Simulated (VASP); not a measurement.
# Te (Cmmm) in VASP: notebook

The runs below take Te through single point, relaxation of cell and atoms, with PBE.

All numbers are computed with VASP 6.6.1; they aren't measurements. Logs are shortened: lines on timing, memory, paths and dates and some standing lists are left out, and cuts for length are marked.

## (1) The cell of the first run

The structure is orthorhombic, space group Cmmm (No. 65). Conventional cell: a = 4.267 Å, b = 4.665 Å, c = 3.277 Å, α = 90.00°, β = 90.00°, γ = 90.00°. Te (site symmetry mmm) has 8 Te at 3.16 to 4.27 Å within 4.3 Å.

## (2) Single point, PBE

The input, INCAR:

```
SYSTEM = Te
PREC     = Accurate       ! precision mode
ENCUT    = 500            ! plane-wave cutoff, eV
EDIFF    = 1E-6           ! SCF threshold, eV
ISMEAR   = 0              ! smearing method
SIGMA    = 0.1            ! smearing width, eV
LREAL    = .FALSE.        ! projectors in reciprocal space
LASPH    = .TRUE.         ! aspherical terms in the spheres
NELM     = 120            ! most SCF steps
ALGO     = Normal         ! electronic algorithm
ISIF     = 2              ! what is computed and relaxed
LWAVE    = .FALSE.        ! write WAVECAR
LCHARG   = .FALSE.        ! write CHGCAR
GGA      = PE             ! functional
NBANDS   = 9              ! bands
GGA_COMPAT= .FALSE.
```

The input, KPOINTS:

```
regular mesh
0
G
  6 6 6
  0 0 0
```

The input, POSCAR:

```
Te
1.0
    2.1332543045     -2.3323176821      0.0000000000
    2.1332543045      2.3323176821      0.0000000000
    0.0000000000      0.0000000000      3.2772000039
Te
1
Direct
    0.5000000000      0.5000000000      0.5000000000
```

Potentials or basis: VASP PAW PBE potentials, release 64 (Te).

Started as:

```bash
$ cat potpaw_PBE.64/Te/POTCAR > POTCAR
$ mpirun -np 1 vasp_std > vasp.out
```

OUTCAR:

```text
SYSTEM = Te
   PREC = Accurate
   ENCUT = 500
   EDIFF = 1E-6
   ISMEAR = 0
   LREAL = .FALSE.
   LASPH = .TRUE.
   NELM = 120
   ISIF = 2
   GGA = PE

 ion  position               nearest neighbor table
   1  0.500  0.500  0.500-

  LATTYP: Found a base centered orthorhombic cell.
 ALAT       =     4.2665086090
 B/A-ratio  =     1.0933144151
 C/A-ratio  =     0.7681222058

  Lattice vectors:

 A1 = (   2.1332543045,  -2.3323176821,   0.0000000000)
 A2 = (   2.1332543045,   2.3323176821,   0.0000000000)
 A3 = (   0.0000000000,   0.0000000000,   3.2772000039)

Analysis of symmetry for initial positions (statically):
=====================================================================
 Subroutine PRICEL returns:
 Original cell was already a primitive cell.

 Routine SETGRP: Setting up the symmetry group for a
 base centered orthorhombic supercell.

 Subroutine GETGRP returns: Found  8 space group operations
 (whereof  8 operations were pure point group operations)
 out of a pool of  8 trial point group operations.

The static configuration has the point symmetry D_2h.

Analysis of symmetry for dynamics (positions and initial velocities):
=====================================================================
 Subroutine PRICEL returns:
 Original cell was already a primitive cell.

 Routine SETGRP: Setting up the symmetry group for a
 base centered orthorhombic supercell.

 Subroutine GETGRP returns: Found  8 space group operations
 (whereof  8 operations were pure point group operations)
 out of a pool of  8 trial point group operations.

The dynamic configuration has the point symmetry D_2h.

 Subroutine INISYM returns: Found  8 space group operations
 (whereof  8 operations are pure point group operations),
 and found     1 'primitive' translations

----------------------------------------------------------------------------------------

                                     Primitive cell

  volume of cell :      32.6109

  direct lattice vectors                    reciprocal lattice vectors
     2.133254304 -2.332317682  0.000000000     0.234383683 -0.214379029  0.000000000
     2.133254304  2.332317682  0.000000000     0.234383683  0.214379029  0.000000000
     0.000000000  0.000000000  3.277200004     0.000000000  0.000000000  0.305138533

  length of vectors
     3.160772010  3.160772010  3.277200004     0.317638283  0.317638283  0.305138533

  position of ions in fractional coordinates (direct lattice)
     0.500000000  0.500000000  0.500000000

  ion indices of the primitive-cell ions
   primitive index   ion index
                 1           1

----------------------------------------------------------------------------------------

 KPOINTS: regular mesh

Automatic generation of k-mesh.
 Grid dimensions read from file:
 generate k-points for:    6    6    6

 Generating k-lattice:

  Cartesian coordinates                     Fractional coordinates (reciprocal lattice)
     0.039063947 -0.035729838  0.000000000     0.166666667  0.000000000  0.000000000
     0.039063947  0.035729838  0.000000000     0.000000000  0.166666667  0.000000000
     0.000000000  0.000000000  0.050856422     0.000000000  0.000000000  0.166666667

  Length of vectors
     0.052939714  0.052939714  0.050856422

  Shift w.r.t. Gamma in fractional coordinates (k-lattice)
     0.000000000  0.000000000  0.000000000

 Subroutine IBZKPT returns following result:
 ===========================================

 Found     52 irreducible k-points:

 Following reciprocal coordinates:
            Coordinates               Weight
  0.000000  0.000000  0.000000      1.000000
  0.166667  0.000000  0.000000      4.000000
  0.333333  0.000000  0.000000      4.000000
  0.500000  0.000000  0.000000      2.000000
  0.166667  0.166667  0.000000      2.000000
  0.333333  0.166667  0.000000      4.000000
[... 16 lines left out ...]
  0.333333  0.333333  0.166667      4.000000
  0.500000  0.333333  0.166667      8.000000
 [... further k-points ...]
   k-points           NKPTS =     52   k-points in BZ     NKDIM =     52   number of bands    NBANDS=      9
   number of dos      NEDOS =    301   number of ions     NIONS =      1
   total plane-waves  NPLWV =  13824
   dimension x,y,z NGX =    24 NGY =   24 NGZ =   24
   dimension x,y,z NGXF=    48 NGYF=   48 NGZF=   48
   ions per type =               1
   NGX,Y,Z   is equivalent  to a cutoff of  12.62, 12.62, 12.17 a.u.
   NGXF,Y,Z  is equivalent  to a cutoff of  25.25, 25.25, 24.35 a.u.
 SYSTEM =  Te
   PREC   = accura    normal or accurate (medium, high low for compatibility)
   ISTART =      0    job   : 0-new  1-cont  2-samecut
   ICHARG =      2    charge: 1-file 2-atom 10-const
   ISPIN  =      1    spin polarized calculation?
   LNONCOLLINEAR =      F non collinear calculations
   LSORBIT =      F    spin-orbit coupling
   LASPH  =      T    aspherical Exc in radial PAW
   ENCUT  =  500.0 eV  36.75 Ry    6.06 a.u.   5.76  5.76  5.98*2*pi/ulx,y,z
   NELM   =    120;   NELMIN=  2; NELMDL= -5     # of ELM steps
   EDIFF  = 0.1E-05   stopping-criterion for ELM
   LREAL  =      F    real-space projection
   EDIFFG = 0.1E-04   stopping-criterion for IOM
   NSW    =      0    number of steps for IOM
   IBRION =     -1    ionic relax: 0-MD 1-quasi-New 2-CG
   NFREE  =      0    steps in history (QN), initial steepest desc. (CG)
   ISIF   =      2    stress and relaxation
   ISYM   =      2    0-nonsym 1-usesym 2-fastsym
   POTIM  = 0.5000    time-step for ionic-motion
   TEBEG  =    0.0;   TEEND  =   0.0 temperature during run
   PSTRESS=    0.0 pullay stress
   NELECT =       6.0000    total number of electrons
   NUPDOWN=      -1.0000    fix difference up-down
   EMIN   =  10.00;   EMAX   =-10.00  energy-range for DOS
   EFERMI =   0.00;   METHOD = LEGACY
   ISMEAR =     0;   SIGMA  =   0.10  broadening in eV -4-tet -1-fermi 0-gaus
   EFERMI_NEDOS =   21; number of points for ismear=-14 and -15
   IALGO  =     38    algorithm
   IMIX   =      4    mixing-type and parameters
     AMIX     =   0.40;   BMIX     =  1.00
     AMIX_MAG =   1.60;   BMIX_MAG =  1.00
  volume/ion in A,a.u.               =      32.61       220.07
  Fermi-wavevector in a.u.,A,eV,Ry     =   0.931117  1.759556 11.795958  0.866978
  Thomas-Fermi vector in A             =   2.057576
   LORBIT       =      0    0 simple, 1 ext, 2 COOP (PROOUT), +10 PAW based schemes
   GGA     = PE    functional components
   LHFCALC =     F    Hartree Fock is set to
   AEXX    =    0.0000 exact exchange contribution
   IVDW    =     0    specifies the selected vdW correction
   LEPSILON=     F    determine dielectric tensor
   LRPA    =     F    only Hartree local field effects (RPA)
 non-spin polarized calculation
 Gauss-broadening in eV      SIGMA  =   0.10
  energy-cutoff  :      500.00
  volume of cell :       32.61
 maximum number of plane-waves:       844
   NGX = 11   NGY = 11   NGZ = 11

 number of electron       5.9999999 magnetization

 Free energy of the ion-electron system (eV)
  ---------------------------------------------------
  ext. energy  EPLUGINS =         0.00000000
  ---------------------------------------------------
  free energy    TOTEN  =        -2.98387861 eV

  energy without entropy =       -2.98106222  energy(sigma->0) =       -2.98247041

 E-fermi :   6.3987     XC(G=0):  -9.3087

 val. band max:        6.3003823091   @ k =   0.3333   0.1667   0.1667
 cond. band min:       6.4046215495   @ k =   0.5000   0.0000   0.1667
 fundamental gap:      0.1042392404
 Fermi energy:         6.3986715642

 k-point     1 :       0.0000    0.0000    0.0000
  band No.  band energies     occupation
      1      -7.1778      2.00000
      2       7.0846      0.00000
      3       7.7541      0.00000
      4       8.1559      0.00000
      5      12.1054      0.00000
      6      12.7494      0.00000
      7      13.2178      0.00000
      8      23.1315      0.00000
      9      23.5434      0.00000

 k-point     2 :       0.1667    0.0000    0.0000
  band No.  band energies     occupation
      1      -6.8381      2.00000
      2       5.2124      2.00000
      3       7.3879      0.00000
      4       8.2250      0.00000
      5      12.4509      0.00000
      6      13.3355      0.00000
      7      16.3164      0.00000
      8      20.0818      0.00000
      9      20.4056      0.00000

 k-point     3 :       0.3333    0.0000    0.0000
  band No.  band energies     occupation
      1      -5.9567      2.00000
      2       1.9212      2.00000
      3       8.1104      0.00000
      4       8.8394      0.00000
      5      13.3939      0.00000
      6      14.3365      0.00000
      7      17.4657      0.00000
      8      17.6171      0.00000
      9      18.5757      0.00000

 k-point     4 :       0.5000    0.0000    0.0000
  band No.  band energies     occupation
      1      -5.3143      2.00000
      2       0.4256      2.00000
      3       8.5628      0.00000
      4       9.2222      0.00000
      5      14.1490      0.00000
      6      15.4805      0.00000
      7      16.0523      0.00000
      8      16.4645      0.00000
      9      17.9557      0.00000
[... 205 lines left out ...]
 k-point    22 :      -0.1667    0.1667    0.1667
  band No.  band energies     occupation
      1      -6.2581      2.00000
      2       5.3254      2.00000
      3       5.8584      2.00000
      4       6.2222      1.98745
      5      15.1861      0.00000
      6      15.8874      0.00000
      7      16.3158      0.00000
      8      17.3635      0.00000
      9      18.0697      0.00000

 k-point    23 :       0.3333    0.3333    0.1667
  band No.  band energies     occupation
      1      -4.3597      2.00000
      2       2.8761      2.00000
      3       3.2563      2.00000
      4       7.0276      0.00000
      5      12.2695      0.00000
      6      14.8519      0.00000
      7      15.1610      0.00000
      8      18.2808      0.00000
      9      22.1406      0.00000

 k-point    24 :       0.5000    0.3333    0.1667
  band No.  band energies     occupation
      1      -3.8112      2.00000
      2       1.7933      2.00000
      3       3.8391      2.00000
      4       7.4613      0.00000
      5      10.3706      0.00000
      6      14.0178      0.00000
      7      15.9503      0.00000
      8      18.8992      0.00000
      9      20.0066      0.00000

 [... further k-points ...]
[... 5 lines left out ...]
  --------------------------------------------------------------------------------------
  -------------------------------------------------------------------------------------
  Total       -0.0738989      0.0294629     -0.0489340     -0.0000000      0.0000000      0.0000000
  in kB       -3.6306585      1.4475148     -2.4041283     -0.0000000      0.0000000      0.0000000
  external PRESSURE =      -1.5290907 kB  Pullay stress =       0.0000000 kB

 VOLUME and BASIS-vectors are now :
 -----------------------------------------------------------------------------
  energy-cutoff  :      500.00
  volume of cell :       32.61
      direct lattice vectors                 reciprocal lattice vectors
     2.133254304 -2.332317682  0.000000000     0.234383683 -0.214379029  0.000000000
     2.133254304  2.332317682  0.000000000     0.234383683  0.214379029  0.000000000
     0.000000000  0.000000000  3.277200004     0.000000000  0.000000000  0.305138533

 POSITION                                       TOTAL-FORCE (eV/Angst)
 -----------------------------------------------------------------------------------
      2.13325      0.00000      1.63860         0.000000      0.000000      0.000000
 -----------------------------------------------------------------------------------
    total drift:                               -0.000000     -0.000000     -0.000000

  FREE ENERGIE OF THE ION-ELECTRON SYSTEM (eV)
  ---------------------------------------------------
  free  energy   TOTEN  =        -2.9838786127 eV

  energy  without entropy=       -2.9810622170  energy(sigma->0) =       -2.98247041
```

Wall time 10 s (1 thread of Intel Xeon 8259CL, shared host); peak memory 0.14 GiB.

Results:

| Property | Result |
| --- | --- |
| Free energy | -2.9839 eV |
| Pressure | -0.2 GPa |
| Band gap on the k mesh | zero (bands 3 and 4 overlap by 5.07 eV) |

Stress tensor (GPa, compression positive):
```
-0.36  0.00  0.00
 0.00  0.14  0.00
 0.00  0.00 -0.24
```

Levels at points of the mesh, in eV from the Fermi level:
| k point | band 1 | band 2 | band 3 | band 4 | band 5 | band 6 |
| --- | --- | --- | --- | --- | --- | --- |
| (0.00, 0.00, 0.00) | -13.58 | 0.69 | 1.36 | 1.76 | 5.71 | 6.35 |
| (0.50, 0.00, 0.00) | -11.71 | -5.97 | 2.16 | 2.82 | 7.75 | 9.08 |
| (0.50, 0.50, 0.00) | -9.85 | -4.74 | -3.86 | 2.31 | 3.54 | 10.68 |
| (0.00, 0.00, 0.50) | -12.11 | -5.78 | 2.51 | 2.92 | 7.89 | 9.54 |
| (0.50, 0.00, 0.50) | -10.22 | -4.62 | -4.07 | 2.23 | 3.95 | 10.43 |
| (0.50, 0.50, 0.50) | -8.27 | -3.51 | -2.65 | -2.55 | 4.15 | 4.35 |

Caveat: spin-orbit coupling is left out, which moves the levels of the heavy elements.

## (3) Relaxation of cell and atoms, PBE

This run uses another cell than the first one, of 32.48 Å³/atom.

The input, INCAR:

```
ALGO     = Normal         # electronic algorithm
EDIFF    = 1E-7           # SCF threshold, eV
EDIFFG   = -0.04          # ionic threshold
ENCUT    = 500            # plane-wave cutoff, eV
GGA      = PE             # functional
GGA_COMPAT= False        
IBRION   = 2              # ionic algorithm
ISIF     = 3              # what is computed and relaxed
ISMEAR   = 0              # smearing method
LASPH    = True           # aspherical terms in the spheres
LCHARG   = False          # write CHGCAR
LREAL    = False          # projectors in reciprocal space
LWAVE    = False          # write WAVECAR
NELM     = 120            # most SCF steps
NELMIN   = 4            
NSW      = 90             # ionic steps
PREC     = Accurate       # precision mode
SIGMA    = 0.1            # smearing width, eV
```

The input, KPOINTS:

```
k-points
0
Gamma
  6 6 6
```

The input, POSCAR:

```
Te
1.0
    2.1464478046     -2.3059636879      0.0000000000
    2.1464478046      2.3059636879      0.0000000000
    0.0000000000      0.0000000000      3.2811483190
Te
1
Direct
    0.5000000000      0.5000000000      0.5000000000
```

Potentials or basis: VASP PAW PBE potentials, release 64 (Te).

Started as:

```bash
$ cat potpaw_PBE.64/Te/POTCAR > POTCAR
$ mpirun -np 1 vasp_std > vasp.out
```

It took 35 s on 1 thread of Intel Xeon 8259CL, shared host; peak memory 0.14 GiB.

Results (log left out):

```
Free energy                           : -2.9842 eV
Relaxed volume                        : 32.45 Å³/atom
Relaxed cell                          : a = 3.156 Å, b = 3.156 Å, c = 3.273 Å, α = 90.00°, β = 90.00°, γ = 95.64°
Space group after relaxing (to 0.1 Å) : Cmmm (No. 65)
Energy gained by relaxing             : 2.0 meV/atom
Ionic steps                           : 6
Pressure after relaxing               : 0.1 GPa
Band gap on the k mesh                : zero (bands 3 and 4 overlap by 5.09 eV)
```

Stress tensor (GPa, compression positive):
```
 0.05  0.00  0.00
 0.00  0.13  0.00
 0.00  0.00 -0.02
```

The path:
```
step  energy change (eV)  largest force (eV/Å)  pressure (GPa)  volume (Å³)
   1              0.0000                0.0000            0.14        32.48
   2             -0.0011                0.0000           -0.13        32.61
   3             -0.0014                0.0000           -0.32        32.71
   4             -0.0019                0.0000           -0.05        32.49
   5             -0.0019                0.0000           -0.07        32.50
   6             -0.0020                0.0000            0.05        32.45
```

Final structure:
```
CELL_PARAMETERS angstrom
2.11931 -2.33909 0.00000
2.11931 2.33909 0.00000
0.00000 0.00000 3.27259
ATOMIC_POSITIONS crystal
Te 0.50000 0.50000 0.50000
```

Levels at points of the mesh, in eV from the Fermi level:
```tsv
k point	band 1	band 2	band 3	band 4	band 5	band 6
(0.00, 0.00, 0.00)	-13.62	0.68	1.35	1.79	5.70	6.36
(0.50, 0.00, 0.00)	-11.73	-6.01	2.17	2.81	7.73	9.04
(0.50, 0.50, 0.00)	-9.86	-4.81	-3.83	2.30	3.56	10.69
(0.00, 0.00, 0.50)	-12.14	-5.82	2.51	2.97	7.91	9.58
(0.50, 0.00, 0.50)	-10.23	-4.65	-4.10	2.21	3.94	10.36
(0.50, 0.50, 0.50)	-8.27	-3.57	-2.62	-2.58	4.08	4.35
```

Caveat: spin-orbit coupling is left out, which moves the levels of the heavy elements.
